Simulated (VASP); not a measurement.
# Be2Sn (Fm-3m) in VASP: notebook

Runs on Be2Sn. Level: PBEsol. Tasks: single point.

All numbers are computed with VASP 6.6.1; they aren't measurements. Logs are shortened: lines on timing, memory, paths and dates and some standing lists are left out, and cuts for length are marked.

**1. The cell of the first run**

Symmetry: Fm-3m, No. 225, cubic system. The conventional cell has a = 5.762 Å, b = 5.762 Å, c = 5.762 Å, α = 90.00°, β = 90.00°, γ = 90.00°. Be (site symmetry -43m) has 4 Sn at 2.50 Å and 6 Be at 2.88 Å within 3.3 Å. Within 3.3 Å of Sn (site symmetry m-3m) lie 8 Be at 2.50 Å.

**2. Single point, PBEsol**

INCAR

```
PREC     = Accurate       # precision mode
ENCUT    = 520            # plane-wave cutoff, eV
EDIFF    = 1E-6           # SCF threshold, eV
ISMEAR   = -1             # smearing method
SIGMA    = 0.15           # smearing width, eV
LREAL    = False          # projectors in reciprocal space
LASPH    = True           # aspherical terms in the spheres
NELM     = 100            # most SCF steps
ALGO     = Fast           # electronic algorithm
ISIF     = 2              # what is computed and relaxed
LWAVE    = False          # write WAVECAR
LCHARG   = False          # write CHGCAR
GGA      = PS             # functional
NBANDS   = 16             # bands
```

KPOINTS

```
regular mesh
0
Gamma
  12 12 12
```

POSCAR

```
Be2Sn
1.0
    0.0000000000      2.8810215129      2.8810215129
    2.8810215129      0.0000000000      2.8810215129
    2.8810215129      2.8810215129      0.0000000000
Be Sn
2 1
Direct
    0.7500000000      0.7500000000      0.7500000000
    0.2500000000      0.2500000000      0.2500000000
    0.0000000000      0.0000000000      0.0000000000
```

Potentials or basis: VASP PAW PBE potentials, release 64 (Be, Sn_d).

The run is started by

```console
> cat potpaw_PBE.64/Be/POTCAR potpaw_PBE.64/Sn_d/POTCAR > POTCAR
> mpirun -np 1 vasp_std > vasp.out
```

OUTCAR:

```text
PREC = Accurate
   ENCUT = 520
   EDIFF = 1E-6
   ISMEAR = -1
   LREAL = False
   LASPH = True
   NELM = 100
   ISIF = 2
   GGA = PS

 ion  position               nearest neighbor table
   1  0.750  0.750  0.750-   3 2.50   3 2.50   3 2.50   3 2.50
   2  0.250  0.250  0.250-   3 2.50   3 2.50   3 2.50   3 2.50
   3  0.000  0.000  0.000-   1 2.50   1 2.50   1 2.50   1 2.50   2 2.50   2 2.50   2 2.50   2 2.50

  LATTYP: Found a face centered cubic cell.
 ALAT       =     5.7620430258

  Lattice vectors:

 A1 = (   0.0000000000,   2.8810215129,   2.8810215129)
 A2 = (   2.8810215129,   0.0000000000,   2.8810215129)
 A3 = (   2.8810215129,   2.8810215129,   0.0000000000)

Analysis of symmetry for initial positions (statically):
=====================================================================
 Subroutine PRICEL returns:
 Original cell was already a primitive cell.

 Routine SETGRP: Setting up the symmetry group for a
 face centered cubic supercell.

 Subroutine GETGRP returns: Found 48 space group operations
 (whereof 48 operations were pure point group operations)
 out of a pool of 48 trial point group operations.

The static configuration has the point symmetry O_h .

Analysis of symmetry for dynamics (positions and initial velocities):
=====================================================================
 Subroutine PRICEL returns:
 Original cell was already a primitive cell.

 Routine SETGRP: Setting up the symmetry group for a
 face centered cubic supercell.

 Subroutine GETGRP returns: Found 48 space group operations
 (whereof 48 operations were pure point group operations)
 out of a pool of 48 trial point group operations.

The dynamic configuration has the point symmetry O_h .

 Subroutine INISYM returns: Found 48 space group operations
 (whereof 48 operations are pure point group operations),
 and found     1 'primitive' translations

----------------------------------------------------------------------------------------

                                     Primitive cell

  volume of cell :      47.8266

  direct lattice vectors                    reciprocal lattice vectors
     0.000000000  2.881021513  2.881021513    -0.173549554  0.173549554  0.173549554
     2.881021513  0.000000000  2.881021513     0.173549554 -0.173549554  0.173549554
     2.881021513  2.881021513  0.000000000     0.173549554  0.173549554 -0.173549554

  length of vectors
     4.074379697  4.074379697  4.074379697     0.300596646  0.300596646  0.300596646

  position of ions in fractional coordinates (direct lattice)
     0.750000000  0.750000000  0.750000000
     0.250000000  0.250000000  0.250000000
[... 77 lines left out ...]
   ENCUT  =  520.0 eV  38.22 Ry    6.18 a.u.   7.58  7.58  7.58*2*pi/ulx,y,z
   NELM   =    100;   NELMIN=  2; NELMDL= -5     # of ELM steps
   EDIFF  = 0.1E-05   stopping-criterion for ELM
   LREAL  =      F    real-space projection
   EDIFFG = 0.1E-04   stopping-criterion for IOM
   NSW    =      0    number of steps for IOM
   IBRION =     -1    ionic relax: 0-MD 1-quasi-New 2-CG
   NFREE  =      0    steps in history (QN), initial steepest desc. (CG)
   ISIF   =      2    stress and relaxation
   ISYM   =      2    0-nonsym 1-usesym 2-fastsym
   POTIM  = 0.5000    time-step for ionic-motion
   TEBEG  =    0.0;   TEEND  =   0.0 temperature during run
   PSTRESS=    0.0 pullay stress
   NELECT =      18.0000    total number of electrons
   NUPDOWN=      -1.0000    fix difference up-down
   EMIN   =  10.00;   EMAX   =-10.00  energy-range for DOS
   EFERMI =   0.00;   METHOD = LEGACY
   ISMEAR =    -1;   SIGMA  =   0.15  broadening in eV -4-tet -1-fermi 0-gaus
   EFERMI_NEDOS =   21; number of points for ismear=-14 and -15
   IALGO  =     68    algorithm
   IMIX   =      4    mixing-type and parameters
     AMIX     =   0.40;   BMIX     =  1.00
     AMIX_MAG =   1.60;   BMIX_MAG =  1.00
  volume/ion in A,a.u.               =      15.94       107.58
  Fermi-wavevector in a.u.,A,eV,Ry     =   1.181977  2.233613 19.008299  1.397071
  Thomas-Fermi vector in A             =   2.318240
   LORBIT       =      0    0 simple, 1 ext, 2 COOP (PROOUT), +10 PAW based schemes
   GGA     = PS    functional components
   LHFCALC =     F    Hartree Fock is set to
   AEXX    =    0.0000 exact exchange contribution
   IVDW    =     0    specifies the selected vdW correction
   LEPSILON=     F    determine dielectric tensor
   LRPA    =     F    only Hartree local field effects (RPA)
 non-spin polarized calculation
 RMM-DIIS sequential band-by-band and
  energy-cutoff  :      520.00
  volume of cell :       47.83
 maximum number of plane-waves:      1308
   NGX = 15   NGY = 15   NGZ = 15

 number of electron      17.9999992 magnetization

 Free energy of the ion-electron system (eV)
  ---------------------------------------------------
  ext. energy  EPLUGINS =         0.00000000
  ---------------------------------------------------
  free energy    TOTEN  =       -10.73548426 eV

  energy without entropy =      -10.69915366  energy(sigma->0) =      -10.71731896

 E-fermi :   6.9794     XC(G=0): -10.0407

 val. band max:        6.9694809644   @ k =   0.4167   0.3333   0.0000
 cond. band min:       7.0773333001   @ k =   0.2500   0.2500   0.0000
 fundamental gap:      0.1078523357
 Fermi energy:         6.9794382819

 k-point     1 :       0.0000    0.0000    0.0000
  band No.  band energies     occupation
      1     -14.5440      2.00000
      2     -14.5440      2.00000
      3     -14.5440      2.00000
      4     -14.4480      2.00000
      5     -14.4480      2.00000
      6      -4.3841      2.00000
[... 433 lines left out ...]
      3     -14.5170      2.00000
      4     -14.4473      2.00000
      5     -14.4438      2.00000
      6      -2.0466      2.00000
[... 8 lines left out ...]
     15      14.7752      0.00000
     16      14.9739      0.00000

 [... further k-points ...]
[... 5 lines left out ...]
  --------------------------------------------------------------------------------------
  -------------------------------------------------------------------------------------
  Total        0.0130128      0.0130128      0.0130128     -0.0000000      0.0000000      0.0000000
  in kB        0.4359265      0.4359265      0.4359265     -0.0000000      0.0000000      0.0000000
  external PRESSURE =       0.4359265 kB  Pullay stress =       0.0000000 kB

 VOLUME and BASIS-vectors are now :
 -----------------------------------------------------------------------------
  energy-cutoff  :      520.00
  volume of cell :       47.83
      direct lattice vectors                 reciprocal lattice vectors
     0.000000000  2.881021513  2.881021513    -0.173549554  0.173549554  0.173549554
     2.881021513  0.000000000  2.881021513     0.173549554 -0.173549554  0.173549554
     2.881021513  2.881021513  0.000000000     0.173549554  0.173549554 -0.173549554

 POSITION                                       TOTAL-FORCE (eV/Angst)
 -----------------------------------------------------------------------------------
      4.32153      4.32153      4.32153        -0.000000     -0.000000     -0.000000
      1.44051      1.44051      1.44051         0.000000      0.000000      0.000000
      0.00000      0.00000      0.00000         0.000000      0.000000      0.000000
 -----------------------------------------------------------------------------------
    total drift:                                0.000000     -0.000000     -0.000000

  FREE ENERGIE OF THE ION-ELECTRON SYSTEM (eV)
  ---------------------------------------------------
  free  energy   TOTEN  =       -10.7354842603 eV

  energy  without entropy=      -10.6991536559  energy(sigma->0) =      -10.71731896
```

It took 46 s on 1 thread of Intel Xeon Platinum 8124M at 3.00GHz (Skylake/Cascade Lake), shared host; peak memory 0.2 GiB.

What came out:

* Free energy: -10.7355 eV
* Pressure: 0.0 GPa
* Band gap on the k mesh: zero (band 9 reaches 7.82 eV, above the bottom of band 10 at 6.63 eV)

Caveat: the PAW data sets were made with another functional, which shifts forces and pressure a little; spin-orbit coupling is left out, which moves the levels of the heavy elements.

(Part 1 of 2 ends here.)
